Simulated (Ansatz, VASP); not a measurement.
Co in VASP and in Ansatz

INCAR

```
SYSTEM = Co
PREC     = Accurate       ! precision mode
ENCUT    = 520            ! plane-wave cutoff, eV
EDIFF    = 1E-6           ! SCF threshold, eV
ISMEAR   = -1             ! smearing method
SIGMA    = 0.05           ! smearing width, eV
LREAL    = .FALSE.        ! projectors in reciprocal space
LASPH    = .TRUE.         ! aspherical terms in the spheres
NELM     = 150            ! most SCF steps
ALGO     = Normal         ! electronic algorithm
ISIF     = 2              ! what is computed and relaxed
LWAVE    = .FALSE.        ! write WAVECAR
LCHARG   = .FALSE.        ! write CHGCAR
ISPIN    = 2              ! spin polarisation
MAGMOM   = 1.777 1.777    ! initial moments
LORBIT   = 11             ! projections on sites
LMAXMIX  = 4              ! l up to which the mixer works
GGA      = RE             ! functional
NBANDS   = 20             ! bands
```

KPOINTS

```
regular mesh
0
G
  12 12 12
  0 0 0
```

The input POSCAR:

```
Co
1.0
    0.0000000000      2.5605652461      2.5605652461
    2.5605652461      0.0000000000      2.5605652461
    2.5605652461      2.5605652461      0.0000000000
Co
2
Direct
    0.1250000000      0.1250000000      0.1250000000
    0.8750000000      0.8750000000      0.8750000000
```

Input for Ansatz:

```yaml
crystal:
  lattice:
    - [0.0, 2.5605652461, 2.5605652461]
    - [2.5605652461, 0.0, 2.5605652461]
    - [2.5605652461, 2.5605652461, 0.0]
  atoms:
    - { symbol: Co, position: [0.125, 0.125, 0.125], spin: 1.777 }
    - { symbol: Co, position: [0.875, 0.875, 0.875], spin: 1.777 }
hamiltonian:
  xc: revpbe
  pseudopotentials:
    kind: paw
    azcp:
      Co: "pseudopotentials/Co.paw.azcp"
basis:
  ecutwfc: 420
  fft_grid_basis: typed
kpoints:
  mp_grid: { grid: [12, 12, 12], shift: [0, 0, 0] }
magnetization:
  spin_polarized: true
scf:
  occupations: { method: fermi_dirac, width: 0.05 }
  lower_state_search: "off"
output:
  stress: true
```

Alike in both runs: task single point; functional revPBE; k mesh 12 × 12 × 12; occupations fermi-dirac, width 0.05 eV; collinear spin.

```csv
,VASP,Ansatz
version,VASP 6.6.1,Ansatz 0.2.0
potentials or method,"VASP PAW PBE potentials, release 64 (Co), cutoff 520 eV","plane waves (420 eV) with PAW, scalar-relativistic"
valence electrons in the cell,18,34
```

Ansatz gave:

```
pressure (GPa)                                                : 0.0
net moment per atom (μB)                                      : 1.74
size of the moment on the site where the two differ most (μB) : 1.77
```

**Question.** What did VASP give for the same quantities?

**Answer.** Pressure (GPa): -0.5; net moment per atom (μB): 1.74; size of the moment on the site where the two differ most (μB): 1.74.

VASP's potentials were made for PBE, not for revPBE. Site moments also hang on the region over which each program counts them. The functional is the same, so the differences come from potentials, cutoffs and numerics. VASP's potentials hold 18 valence electrons a cell and Ansatz's 34, so a difference there can come from the potentials and not from the codes.
